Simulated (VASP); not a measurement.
# H9O4F in VASP: single point with PBEsol

Aim: the single point of H9O4F with PBEsol.

Program: VASP 6.6.1. These are calculated values, not measurements. Logs are shortened: lines on timing, memory, paths and dates and some standing lists are left out, and cuts for length are marked.

### 1 The cell of the first run

The cell holds a disordered packing, 14 atoms: a = 5.360 Å, b = 5.360 Å, c = 5.360 Å, α = 90.00°, β = 90.00°, γ = 90.00°.

### 2 Single point, PBEsol

The input, INCAR:

```
SYSTEM = H9O4F
PREC = Accurate ; ENCUT = 1010
EDIFF = 1E-6 ; ISMEAR = -1
SIGMA = 0.02 ; LREAL = .FALSE.
LASPH = .TRUE. ; NELM = 120
ALGO = Normal ; ISIF = 2
LWAVE = .FALSE. ; LCHARG = .FALSE.
GGA = PS ; NBANDS = 33
GGA_COMPAT = .FALSE.
```

The input, KPOINTS:

```
regular mesh
0
G
  1 1 1
  0 0 0
```

The input, POSCAR:

```
H9O4F
1.0
    5.3601080000      0.0000000000      0.0000000000
    0.0000000000      5.3601080000      0.0000000000
    0.0000000000      0.0000000000      5.3601080000
O H F
4 9 1
Direct
    0.3384846343      0.8785774802      0.3887037993
    0.9574313781      0.1244834428      0.2070203704
    0.6001333642      0.0323086800      0.8765658840
    0.1858226852      0.5126138253      0.6588975928
    0.1879682867      0.9714647888      0.3219132908
    0.4160520961      0.8041708169      0.2400444899
    0.8591115741      0.0622840901      0.0611051773
    0.8486076433      0.2482786659      0.2818799568
    0.5530032806     -0.0063817163      0.7042350057
    0.5274679131      0.1977234450      0.9170392117
    0.2433208263      0.6587341300      0.5469241666
    0.2065416865      0.3635510902      0.5570547076
    0.3188584943      0.4985652350      0.8717141427
    0.4298913371      0.4752336261      1.0315135044
```

Potentials or basis: VASP PAW PBE potentials, release 64 (O_h, H_h, F_h).

On the command line:

```bash
$ cat potpaw_PBE.64/O_h/POTCAR potpaw_PBE.64/H_h/POTCAR potpaw_PBE.64/F_h/POTCAR > POTCAR
$ mpirun -np 1 vasp_gam > vasp.out
```

OUTCAR:

```text
SYSTEM = H9O4F
   PREC = Accurate
   ENCUT = 1010
   EDIFF = 1E-6
   ISMEAR = -1
   LREAL = .FALSE.
   LASPH = .TRUE.
   NELM = 120
   ISIF = 2
   GGA = PS

 ion  position               nearest neighbor table
   1  0.338  0.879  0.389-   6 0.98   5 1.01
   2  0.957  0.124  0.207-   8 0.97   7 1.00
   3  0.600  0.032  0.877-   9 0.98  10 0.99
   4  0.186  0.513  0.659-  12 0.97  11 1.03
   5  0.188  0.971  0.322-   1 1.01
   6  0.416  0.804  0.240-   1 0.98
   7  0.859  0.062  0.061-   2 1.00
   8  0.849  0.248  0.282-   2 0.97
   9  0.553  0.994  0.704-   3 0.98
  10  0.527  0.198  0.917-   3 0.99
  11  0.243  0.659  0.547-   4 1.03
  12  0.207  0.364  0.557-   4 0.97
  13  0.319  0.499  0.872-  14 1.05
  14  0.430  0.475  0.032-  13 1.05

  LATTYP: Found a simple cubic cell.
 ALAT       =     5.3601080000

  Lattice vectors:

 A1 = (   5.3601080000,   0.0000000000,   0.0000000000)
 A2 = (   0.0000000000,   5.3601080000,   0.0000000000)
 A3 = (   0.0000000000,   0.0000000000,   5.3601080000)

Analysis of symmetry for initial positions (statically):
=====================================================================
 Subroutine PRICEL returns:
 Original cell was already a primitive cell.

 Routine SETGRP: Setting up the symmetry group for a
 simple cubic supercell.

 Subroutine GETGRP returns: Found  1 space group operations
 (whereof  1 operations were pure point group operations)
 out of a pool of 48 trial point group operations.

The static configuration has the point symmetry C_1 .

Analysis of symmetry for dynamics (positions and initial velocities):
=====================================================================
 Subroutine PRICEL returns:
 Original cell was already a primitive cell.

 Routine SETGRP: Setting up the symmetry group for a
 simple cubic supercell.

 Subroutine GETGRP returns: Found  1 space group operations
 (whereof  1 operations were pure point group operations)
 out of a pool of 48 trial point group operations.

The dynamic configuration has the point symmetry C_1 .

 Subroutine INISYM returns: Found  1 space group operations
 (whereof  1 operations are pure point group operations),
 and found     1 'primitive' translations

----------------------------------------------------------------------------------------

                                     Primitive cell

  volume of cell :     154.0000

  direct lattice vectors                    reciprocal lattice vectors
     5.360108000  0.000000000  0.000000000     0.186563405  0.000000000  0.000000000
     0.000000000  5.360108000  0.000000000     0.000000000  0.186563405  0.000000000
     0.000000000  0.000000000  5.360108000     0.000000000  0.000000000  0.186563405

  length of vectors
     5.360108000  5.360108000  5.360108000     0.186563405  0.186563405  0.186563405

  position of ions in fractional coordinates (direct lattice)
     0.338484634  0.878577480  0.388703799
     0.957431378  0.124483443  0.207020370
     0.600133364  0.032308680  0.876565884
     0.185822685  0.512613825  0.658897593
     0.187968287  0.971464789  0.321913291
     0.416052096  0.804170817  0.240044490
     0.859111574  0.062284090  0.061105177
     0.848607643  0.248278666  0.281879957
     0.553003281  0.993618284  0.704235006
     0.527467913  0.197723445  0.917039212
     0.243320826  0.658734130  0.546924167
     0.206541687  0.363551090  0.557054708
     0.318858494  0.498565235  0.871714143
     0.429891337  0.475233626  0.031513504

  ion indices of the primitive-cell ions
   primitive index   ion index
                 1           1
                 2           2
                 3           3
                 4           4
                 5           5
                 6           6
                 7           7
                 8           8
                 9           9
                10          10
                11          11
                12          12
                13          13
                14          14

----------------------------------------------------------------------------------------

 KPOINTS: regular mesh

Automatic generation of k-mesh.
 Grid dimensions read from file:
 generate k-points for:    1    1    1

 Generating k-lattice:

  Cartesian coordinates                     Fractional coordinates (reciprocal lattice)
     0.186563405  0.000000000  0.000000000     1.000000000  0.000000000  0.000000000
     0.000000000  0.186563405  0.000000000     0.000000000  1.000000000  0.000000000
     0.000000000  0.000000000  0.186563405     0.000000000  0.000000000  1.000000000

  Length of vectors
     0.186563405  0.186563405  0.186563405

  Shift w.r.t. Gamma in fractional coordinates (k-lattice)
     0.000000000  0.000000000  0.000000000

 Subroutine IBZKPT returns following result:
 ===========================================

 Found      1 irreducible k-points:

 Following reciprocal coordinates:
            Coordinates               Weight
  0.000000  0.000000  0.000000      1.000000
   k-points           NKPTS =      1   k-points in BZ     NKDIM =      1   number of bands    NBANDS=     33
   number of dos      NEDOS =    301   number of ions     NIONS =     14
   total plane-waves  NPLWV = 175616
   dimension x,y,z NGX =    56 NGY =   56 NGZ =   56
   dimension x,y,z NGXF=   112 NGYF=  112 NGZF=  112
   ions per type =               4   9   1
   NGX,Y,Z   is equivalent  to a cutoff of  17.37, 17.37, 17.37 a.u.
   NGXF,Y,Z  is equivalent  to a cutoff of  34.74, 34.74, 34.74 a.u.
 SYSTEM =  H9O4F
   PREC   = accura    normal or accurate (medium, high low for compatibility)
   ISTART =      0    job   : 0-new  1-cont  2-samecut
   ICHARG =      2    charge: 1-file 2-atom 10-const
   ISPIN  =      1    spin polarized calculation?
   LNONCOLLINEAR =      F non collinear calculations
   LSORBIT =      F    spin-orbit coupling
   LASPH  =      T    aspherical Exc in radial PAW
   ENCUT  = 1010.0 eV  74.23 Ry    8.62 a.u.  13.89 13.89 13.89*2*pi/ulx,y,z
   NELM   =    120;   NELMIN=  2; NELMDL= -5     # of ELM steps
   EDIFF  = 0.1E-05   stopping-criterion for ELM
   LREAL  =      F    real-space projection
   EDIFFG = 0.1E-04   stopping-criterion for IOM
   NSW    =      0    number of steps for IOM
   IBRION =     -1    ionic relax: 0-MD 1-quasi-New 2-CG
   NFREE  =      0    steps in history (QN), initial steepest desc. (CG)
   ISIF   =      2    stress and relaxation
   ISYM   =      2    0-nonsym 1-usesym 2-fastsym
   POTIM  = 0.5000    time-step for ionic-motion
   TEBEG  =    0.0;   TEEND  =   0.0 temperature during run
   PSTRESS=    0.0 pullay stress
   NELECT =      40.0000    total number of electrons
   NUPDOWN=      -1.0000    fix difference up-down
   EMIN   =  10.00;   EMAX   =-10.00  energy-range for DOS
   EFERMI =   0.00;   METHOD = LEGACY
   ISMEAR =    -1;   SIGMA  =   0.02  broadening in eV -4-tet -1-fermi 0-gaus
   EFERMI_NEDOS =   21; number of points for ismear=-14 and -15
   IALGO  =     38    algorithm
   IMIX   =      4    mixing-type and parameters
     AMIX     =   0.40;   BMIX     =  1.00
     AMIX_MAG =   1.60;   BMIX_MAG =  1.00
  volume/ion in A,a.u.               =      11.00        74.23
  Fermi-wavevector in a.u.,A,eV,Ry     =   1.044531  1.973877 14.844565  1.091045
  Thomas-Fermi vector in A             =   2.179288
   LORBIT       =      0    0 simple, 1 ext, 2 COOP (PROOUT), +10 PAW based schemes
   GGA     = PS    functional components
   LHFCALC =     F    Hartree Fock is set to
   AEXX    =    0.0000 exact exchange contribution
   IVDW    =     0    specifies the selected vdW correction
   LEPSILON=     F    determine dielectric tensor
   LRPA    =     F    only Hartree local field effects (RPA)
 non-spin polarized calculation
  energy-cutoff  :     1010.00
  volume of cell :      154.00
 maximum number of plane-waves:      5538
 NGX is ok and might be reduce to    54
   NGX = 27   NGY = 27   NGZ = 27

 number of electron      40.0000000 magnetization

 Free energy of the ion-electron system (eV)
  ---------------------------------------------------
  ext. energy  EPLUGINS =         0.00000000
  ---------------------------------------------------
  free energy    TOTEN  =       -67.45170102 eV

  energy without entropy =      -67.45170102  energy(sigma->0) =      -67.45170102

 E-fermi :  -3.5250     XC(G=0):  -6.5043

 val. band max:       -4.0374418057   @ k =   0.0000   0.0000   0.0000
 cond. band min:       1.0953596290   @ k =   0.0000   0.0000   0.0000
 fundamental gap:      5.1328014347
 Fermi energy:        -3.5249730110

 k-point     1 :       0.0000    0.0000    0.0000
  band No.  band energies     occupation
      1     -25.2678      2.00000
      2     -22.5895      2.00000
      3     -22.1867      2.00000
      4     -21.7476      2.00000
      5     -21.5607      2.00000
      6     -10.3931      2.00000
      7     -10.1758      2.00000
      8     -10.0991      2.00000
      9      -9.8213      2.00000
     10      -9.5407      2.00000
     11      -7.4905      2.00000
     12      -6.9279      2.00000
     13      -6.5330      2.00000
     14      -5.6610      2.00000
     15      -5.4655      2.00000
     16      -5.2020      2.00000
     17      -4.7983      2.00000
     18      -4.5333      2.00000
     19      -4.2597      2.00000
     20      -4.0374      2.00000
     21       1.0954      0.00000
     22       5.0339      0.00000
     23       5.7476      0.00000
     24       6.1178      0.00000
     25       6.4223      0.00000
     26       6.7336      0.00000
     27       7.1534      0.00000
     28       8.1484      0.00000
     29       8.4051      0.00000
     30       8.5377      0.00000
     31       8.9437      0.00000
     32       9.3571      0.00000
 [bands above 32 left out]

------------------------ aborting loop because EDIFF is reached ----------------------------------------

  FORCE on cell =-STRESS in cart. coord.  units (eV):
  Direction    XX          YY          ZZ          XY          YZ          ZX
  --------------------------------------------------------------------------------------
  -------------------------------------------------------------------------------------
  Total        0.2601496     -0.1077395     -1.4773692     -0.1022811     -0.4765002     -0.4024637
  in kB        2.7065317     -1.1208954    -15.3701813     -1.0641076     -4.9573900     -4.1871317
  external PRESSURE =      -4.5948483 kB  Pullay stress =       0.0000000 kB

 VOLUME and BASIS-vectors are now :
 -----------------------------------------------------------------------------
  energy-cutoff  :     1010.00
  volume of cell :      154.00
      direct lattice vectors                 reciprocal lattice vectors
     5.360108000  0.000000000  0.000000000     0.186563405  0.000000000  0.000000000
     0.000000000  5.360108000  0.000000000     0.000000000  0.186563405  0.000000000
     0.000000000  0.000000000  5.360108000     0.000000000  0.000000000  0.186563405

 POSITION                                       TOTAL-FORCE (eV/Angst)
 -----------------------------------------------------------------------------------
      1.81431      4.70927      2.08349        -0.113925     -0.002381      0.014525
      5.13194      0.66724      1.10965        -0.009012     -0.039908     -0.036257
      3.21678      0.17318      4.69849         0.010169      0.106132     -0.069103
      0.99603      2.74767      3.53176         0.008443      0.028752      0.031068
      1.00753      5.20716      1.72549         0.069545     -0.026576     -0.015072
      2.23008      4.31044      1.28666         0.029243      0.025227      0.003170
      4.60493      0.33385      0.32753        -0.076458      0.036712      0.027039
      4.54863      1.33080      1.51091         0.036584     -0.011347      0.030660
      2.96416      5.32590      3.77478         0.035081     -0.015187      0.055342
      2.82728      1.05982      4.91543         0.062707     -0.128099      0.008512
      1.30423      3.53089      2.93157         0.039711      0.025341      0.014059
      1.10709      1.94867      2.98587        -0.019116     -0.001612      0.010919
      1.70912      2.67236      4.67248        -0.073973      0.000931     -0.130846
      2.30426      2.54730      0.16892         0.001002      0.002015      0.055984
 -----------------------------------------------------------------------------------
    total drift:                                0.002100      0.000549      0.000388

  FREE ENERGIE OF THE ION-ELECTRON SYSTEM (eV)
  ---------------------------------------------------
  free  energy   TOTEN  =       -67.4517010216 eV

  energy  without entropy=      -67.4517010216  energy(sigma->0) =      -67.45170102
```

Run time: 11 s. Hardware: 1 thread of AMD EPYC 9R45 (Zen 5), shared host; peak memory 0.35 GiB.

Results:

* Free energy: -67.4517 eV
* Pressure: -0.5 GPa
* Largest force: 0.150 eV/Å

Forces on the atoms (eV/Å):
```
O   -0.114 -0.002  0.015
O   -0.009 -0.040 -0.036
O    0.010  0.106 -0.069
O    0.008  0.029  0.031
H    0.070 -0.027 -0.015
H    0.029  0.025  0.003
H   -0.076  0.037  0.027
H    0.037 -0.011  0.031
H    0.035 -0.015  0.055
H    0.063 -0.128  0.009
H    0.040  0.025  0.014
H   -0.019 -0.002  0.011
H   -0.074  0.001 -0.131
F    0.001  0.002  0.056
```

Caveat: the k points lie up to 1.17 Å⁻¹ apart, too coarse for converged energies, forces and pressures; the PAW data sets were made with another functional, which shifts forces and pressure a little.
